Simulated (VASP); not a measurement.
# Si2WC3 (P-3m1) in VASP: notebook, part 2 of 2

VASP 6.6.1.

**4. Single point, PBE**

File INCAR:

```
  PREC = Accurate
  ENCUT = 600
  EDIFF = 1E-6
  ISMEAR = 0
  SIGMA = 0.2
  LREAL = False
  LASPH = True
  NELM = 120
  ALGO = Normal
  ISIF = 2
  LWAVE = False
  LCHARG = False
  GGA = PE
  NBANDS = 26
  GGA_COMPAT = False
```

File KPOINTS:

```
regular mesh
0
Gamma
  6 6 2
```

File POSCAR:

```
Si2WC3
1.0
    2.8761398345      0.0000000000      0.0000000000
   -1.4380699173      2.4908101615      0.0000000000
    0.0000000000      0.0000000000      7.5947158358
Si W C
2 1 3
Direct
    0.3333333333      0.6666666667      0.3435743525
    0.6666666667      0.3333333333      0.6564256475
    0.0000000000      0.0000000000      0.0000000000
    0.6666666667      0.3333333333      0.1942440792
    0.3333333333      0.6666666667      0.8057559208
    0.0000000000      0.0000000000      0.5000000000
```

Potentials or basis: VASP PAW PBE potentials, release 64 (Si, W_sv, C).

Run with:

```console
$ cat potpaw_PBE.64/Si/POTCAR potpaw_PBE.64/W_sv/POTCAR potpaw_PBE.64/C/POTCAR > POTCAR
$ mpirun -np 1 vasp_std > vasp.out
```

OUTCAR:

```text
PREC = Accurate
   ENCUT = 600
   EDIFF = 1E-6
   ISMEAR = 0
   LREAL = False
   LASPH = True
   NELM = 120
   ISIF = 2
   GGA = PE

 ion  position               nearest neighbor table
   1  0.333  0.667  0.344-   4 2.01   4 2.01   4 2.01   6 2.04   6 2.04   6 2.04   2 2.90   2 2.90
                             2 2.90   3 3.09   3 3.09   3 3.09
   2  0.667  0.333  0.656-   5 2.01   5 2.01   5 2.01   6 2.04   6 2.04   6 2.04   1 2.90   1 2.90
                             1 2.90   3 3.09   3 3.09   3 3.09
   3  0.000  0.000  0.000-   4 2.22   5 2.22   4 2.22   5 2.22   4 2.22   5 2.22   1 3.09   2 3.09
                             1 3.09   2 3.09   2 3.09   1 3.09
   4  0.667  0.333  0.194-   1 2.01   1 2.01   1 2.01   3 2.22   3 2.22   3 2.22
   5  0.333  0.667  0.806-   2 2.01   2 2.01   2 2.01   3 2.22   3 2.22   3 2.22
   6  0.000  0.000  0.500-   1 2.04   2 2.04   2 2.04   1 2.04   2 2.04   1 2.04

  LATTYP: Found a hexagonal cell.
 ALAT       =     2.8761398345
 C/A-ratio  =     2.6405933900

  Lattice vectors:

 A1 = (   2.8761398345,   0.0000000000,   0.0000000000)
 A2 = (  -1.4380699173,   2.4908101615,   0.0000000000)
 A3 = (   0.0000000000,   0.0000000000,   7.5947158358)

Analysis of symmetry for initial positions (statically):
=====================================================================
 Subroutine PRICEL returns:
 Original cell was already a primitive cell.

 Routine SETGRP: Setting up the symmetry group for a
 hexagonal supercell.

 Subroutine GETGRP returns: Found 12 space group operations
 (whereof 12 operations were pure point group operations)
 out of a pool of 24 trial point group operations.

The static configuration has the point symmetry D_3d.

Analysis of symmetry for dynamics (positions and initial velocities):
=====================================================================
 Subroutine PRICEL returns:
 Original cell was already a primitive cell.

[... 125 lines left out ...]
  volume/ion in A,a.u.               =       9.07        61.19
  Fermi-wavevector in a.u.,A,eV,Ry     =   1.399632  2.644920 26.653388  1.958969
  Thomas-Fermi vector in A             =   2.522672
   LORBIT       =      0    0 simple, 1 ext, 2 COOP (PROOUT), +10 PAW based schemes
   GGA     = PE    functional components
   LHFCALC =     F    Hartree Fock is set to
   AEXX    =    0.0000 exact exchange contribution
   IVDW    =     0    specifies the selected vdW correction
   LEPSILON=     F    determine dielectric tensor
   LRPA    =     F    only Hartree local field effects (RPA)
 non-spin polarized calculation
 Gauss-broadening in eV      SIGMA  =   0.20
  energy-cutoff  :      600.00
  volume of cell :       54.41
 maximum number of plane-waves:      1824
 NGX is ok and might be reduce to    24
   NGX = 11   NGY = 11   NGZ = 31

 number of electron      33.9999998 magnetization

 Free energy of the ion-electron system (eV)
  ---------------------------------------------------
  ext. energy  EPLUGINS =         0.00000000
  ---------------------------------------------------
  free energy    TOTEN  =       -48.72065354 eV

  energy without entropy =      -48.69778984  energy(sigma->0) =      -48.70922169

 E-fermi :  11.9786     XC(G=0): -13.0906

 val. band max:       11.8302136716   @ k =   0.0000   0.0000   0.5000
 cond. band min:      12.0383295211   @ k =   0.1667   0.1667   0.0000
 fundamental gap:      0.2081158494
 Fermi energy:        11.9785563508

 k-point     1 :       0.0000    0.0000    0.0000
  band No.  band energies     occupation
      1     -62.6453      2.00000
      2     -26.9887      2.00000
      3     -26.4740      2.00000
      4     -26.4740      2.00000
      5      -5.6798      2.00000
      6      -3.2567      2.00000
[... 395 lines left out ...]
     25      20.3979      0.00000
     26      22.3537      0.00000

------------------------ aborting loop because EDIFF is reached ----------------------------------------

  FORCE on cell =-STRESS in cart. coord.  units (eV):
  Direction    XX          YY          ZZ          XY          YZ          ZX
  --------------------------------------------------------------------------------------
  -------------------------------------------------------------------------------------
  Total        0.1618689      0.1618689     -0.1113350     -0.0000000      0.0000000     -0.0000000
  in kB        4.7666331      4.7666331     -3.2785377     -0.0000000      0.0000000     -0.0000000
  external PRESSURE =       2.0849095 kB  Pullay stress =       0.0000000 kB

 VOLUME and BASIS-vectors are now :
 -----------------------------------------------------------------------------
  energy-cutoff  :      600.00
  volume of cell :       54.41
      direct lattice vectors                 reciprocal lattice vectors
     2.876139834  0.000000000  0.000000000     0.347688241  0.200737900  0.000000000
    -1.438069917  2.490810161  0.000000000     0.000000000  0.401475799  0.000000000
     0.000000000  0.000000000  7.594715836     0.000000000  0.000000000  0.131670496

 POSITION                                       TOTAL-FORCE (eV/Angst)
 -----------------------------------------------------------------------------------
     -0.00000      1.66054      2.60935         0.000000     -0.000000      0.020668
      1.43807      0.83027      4.98537         0.000000      0.000000     -0.020668
      0.00000      0.00000      0.00000         0.000000      0.000000      0.000000
      1.43807      0.83027      1.47523         0.000000      0.000000      0.055003
     -0.00000      1.66054      6.11949        -0.000000     -0.000000     -0.055003
      0.00000      0.00000      3.79736         0.000000      0.000000      0.000000
 -----------------------------------------------------------------------------------
    total drift:                               -0.000000     -0.000000      0.000000

  FREE ENERGIE OF THE ION-ELECTRON SYSTEM (eV)
  ---------------------------------------------------
  free  energy   TOTEN  =       -48.7206535433 eV

  energy  without entropy=      -48.6977898427  energy(sigma->0) =      -48.70922169
```

OSZICAR:

```text
N       E                     dE             d eps       ncg     rms          rms(c)
DAV:   1     0.220327759718E+03    0.22033E+03   -0.17588E+04   728   0.146E+03
DAV:   2    -0.413819037419E+02   -0.26171E+03   -0.25041E+03   832   0.366E+02
DAV:   3    -0.553887691908E+02   -0.14007E+02   -0.13745E+02   960   0.758E+01
DAV:   4    -0.556122818154E+02   -0.22351E+00   -0.22302E+00   846   0.968E+00
DAV:   5    -0.556152454202E+02   -0.29636E-02   -0.29609E-02   980   0.114E+00    0.317E+01
DAV:   6    -0.494001607503E+02    0.62151E+01   -0.23498E+01   882   0.323E+01    0.926E+00
DAV:   7    -0.490284949553E+02    0.37167E+00   -0.69897E+00   882   0.181E+01    0.816E+00
DAV:   8    -0.487188392882E+02    0.30966E+00   -0.71062E-01   878   0.690E+00    0.278E+00
DAV:   9    -0.487236688021E+02   -0.48295E-02   -0.11815E-01   868   0.191E+00    0.941E-01
DAV:  10    -0.487209971846E+02    0.26716E-02   -0.18840E-02   872   0.880E-01    0.373E-01
DAV:  11    -0.487206936281E+02    0.30356E-03   -0.22674E-03   898   0.324E-01    0.170E-01
DAV:  12    -0.487206519306E+02    0.41698E-04   -0.51811E-04   868   0.115E-01    0.392E-02
DAV:  13    -0.487206561188E+02   -0.41883E-05   -0.52625E-05   908   0.486E-02    0.134E-02
DAV:  14    -0.487206536834E+02    0.24354E-05   -0.94721E-06   872   0.211E-02    0.636E-03
DAV:  15    -0.487206535433E+02    0.14014E-06   -0.76435E-07   468   0.621E-03
   1 F= -.48720654E+02 E0= -.48709222E+02  d E =-.228637E-01
```

stdout:

```text
POSCAR found type information on POSCAR SiW C
 POSCAR found :  3 types and       6 ions
 scaLAPACK will be used
 LDA part: xc-table for (Slater+PW92), standard interpolation
 POSCAR, INCAR and KPOINTS ok, starting setup
 FFT: planning ... GRIDC
 FFT: planning ... GRID_SOFT
 FFT: planning ... GRID
 WAVECAR not read
 entering main loop
```

Run time: 45 s. Hardware: 1 thread of Intel Xeon 8259CL, shared host; peak memory 0.19 GiB.

Results:

* Free energy: -48.7207 eV
* Pressure: 0.2 GPa
* Largest force: 0.055 eV/Å
* Band gap on the k mesh: zero (band 17 reaches 12.43 eV, above the bottom of band 18 at 11.36 eV)

Forces on the atoms (eV/Å):
```
Si   0.000  0.000  0.021
Si   0.000  0.000 -0.021
W    0.000  0.000  0.000
C    0.000  0.000  0.055
C    0.000  0.000 -0.055
C    0.000  0.000  0.000
```

Stress tensor (GPa, compression positive):
```
 0.48  0.00  0.00
 0.00  0.48  0.00
 0.00  0.00 -0.33
```

Levels at points of the mesh, in eV from the Fermi level:
```tsv
k point	band 13	band 14	band 15	band 16	band 17	band 18	band 19	band 20	band 21	band 22
(0.00, 0.00, 0.00)	-0.65	-0.65	-0.42	0.15	0.15	0.30	0.30	3.19	3.19	6.51
(0.50, 0.00, 0.00)	-3.60	-3.60	-3.51	-2.03	-0.86	0.38	3.19	3.50	3.85	5.15
(0.00, 0.00, 0.50)	-0.54	-0.54	-0.15	-0.15	0.46	0.46	0.53	3.44	3.44	6.24
(0.50, 0.00, 0.50)	-4.13	-3.00	-2.35	-2.31	-2.15	1.33	2.20	3.77	4.37	4.65
```

Caveat: the k points lie up to 0.42 Å⁻¹ apart; spin-orbit coupling is left out, which moves the levels of the heavy elements.

**5. Overview**

```csv
cell,k mesh,gap on the mesh (eV),pressure (GPa),largest force (eV/Å)
"a = 2.877, b = 2.877, c = 7.576 Å, angles 90.0, 90.0, 120.0°, 6 atoms",5 × 5 × 3,none,0.3,0.04
"a = 2.877, b = 2.877, c = 7.571 Å, angles 90.0, 90.0, 120.0°, 6 atoms",5 × 5 × 3,none,0.4,0.02
"a = 2.876, b = 2.876, c = 7.595 Å, angles 90.0, 90.0, 120.0°, 6 atoms",6 × 6 × 2,none,0.2,0.06
```

Alike in all rows: task single point; level PBE; potentials or basis VASP PAW PBE potentials, release 64 (Si, W_sv, C); no spin polarisation; cutoff (eV) 600; smearing gaussian 0.2 eV.

Caveats: all runs use coarse meshes; spin-orbit coupling is left out, which moves the levels of the heavy elements.

Absolute energies hang on the potentials; compare differences alone.
